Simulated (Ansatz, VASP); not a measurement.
Two plane-wave programs on Zr2SiC2

```
Zr Si C
1.0
    -2.17617    2.17617    4.39197
     2.17617   -2.17617    4.39197
     2.17617    2.17617   -4.39197
Zr Si C
2 1 2
Direct
  0.75000 0.25000 0.50000
  0.25000 0.75000 0.50000
  0.50000 0.50000 0.00000
  0.83936 0.83936 0.00000
  0.16064 0.16064 0.00000
```

Alike in both runs: task relaxation of cell and atoms; functional PBE; k mesh 6 × 6 × 6; occupations gaussian, width 0.1 eV; no spin polarisation.

|  | VASP | Ansatz |
| --- | --- | --- |
| version | VASP 6.6.1 | Ansatz 0.2.0 |
| potentials or method | VASP PAW PBE potentials, release 64 (Zr_sv, Si, C), cutoff 600 eV | scalar-relativistic, plane waves, PAW |
| valence electrons in the cell | 36 | 36 |

```tsv
	VASP	Ansatz	Ansatz less VASP
gap on the k mesh at the Fermi level, each at its own relaxed structure (eV)	none	none	-
relaxed volume (Å³/atom)	15.49	15.58	+0.086
relaxed length of the cell vector where the two differ most in proportion (Å)	4.894	4.911	+0.0177
```

A gap of «none» marks a metal or a gap that the smearing closes.
